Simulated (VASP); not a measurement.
# Cr: single point with r2SCAN

Cr:

```
CELL_PARAMETERS angstrom
1.14705 -2.46703 0.00000
1.14705 2.46703 0.00000
0.00000 0.00000 4.06431
ATOMIC_POSITIONS crystal
Cr 0.12947 0.87053 0.75000
Cr 0.87053 0.12947 0.25000
```

| Item | Value |
| --- | --- |
| Program | VASP 6.6.1 |
| Task | single point |
| Functional | r2SCAN |
| Potentials or basis | VASP PAW PBE potentials, release 64 (Cr_sv) |
| Cutoff | 660 eV |
| k mesh | 8 × 8 × 4 |
| Occupations | gaussian, width 0.1 eV |
| Spin | collinear spin, ferromagnetic start |
| Starting moments | [3.0, 3.0] μB |

The pressure is 0.5 GPa and the largest force is 0.043 eV/Å. The band gap on the k mesh is zero (filled and empty bands overlap), the net moment is 0.02 μB per cell and the valence electrons inside the program's atomic spheres are Cr 11.84.

Forces on the atoms (eV/Å):
```
Cr   0.000  0.043  0.000
Cr   0.000 -0.043  0.000
```

Stress tensor (GPa, compression positive):
```
 1.74  0.00  0.00
 0.00 -3.30  0.00
 0.00  0.00  2.92
```

Levels at points of the mesh, in eV from the Fermi level:
Spin up:
```csv
k point,band 11,band 12,band 13,band 14,band 15,band 16,band 17,band 18
"(0.00, 0.00, 0.00)",-2.37,-2.19,-0.99,0.26,0.77,1.14,1.18,1.92
"(0.50, 0.00, 0.00)",-3.92,-1.38,-0.49,0.05,0.27,1.94,2.07,2.35
"(0.50, 0.50, 0.00)",-2.87,-2.72,-2.18,-1.65,0.73,2.23,2.75,2.99
"(0.00, 0.00, 0.50)",-2.19,-2.19,-1.22,-1.22,0.69,0.69,0.71,0.71
"(0.50, 0.00, 0.50)",-2.48,-2.48,0.07,0.07,1.37,1.37,2.40,2.40
"(0.50, 0.50, 0.50)",-3.00,-3.00,0.02,0.02,1.75,1.75,2.49,2.49
```
Spin down:
```csv
k point,band 12,band 13,band 14,band 15,band 16,band 17
"(0.00, 0.00, 0.00)",-2.18,-0.98,0.27,0.77,1.15,1.19
"(0.50, 0.00, 0.00)",-1.37,-0.48,0.06,0.28,1.95,2.08
"(0.50, 0.50, 0.00)",-2.72,-2.18,-1.64,0.74,2.24,2.76
"(0.00, 0.00, 0.50)",-2.18,-1.21,-1.21,0.70,0.70,0.72
"(0.50, 0.00, 0.50)",-2.47,0.08,0.08,1.38,1.38,2.40
"(0.50, 0.50, 0.50)",-2.99,0.03,0.03,1.76,1.76,2.50
```

Wall time 7.6 min on 1 thread of Intel(R) Xeon(R) Platinum 8259CL CPU @ 2.50GHz (Skylake/Cascade Lake), on a shared host, peak memory 0.22 GiB.

Caveat: the k points lie up to 0.39 Å⁻¹ apart, too coarse for converged energies and pressures of a metal; the PAW data sets were made with another functional, which shifts forces and pressure a little.
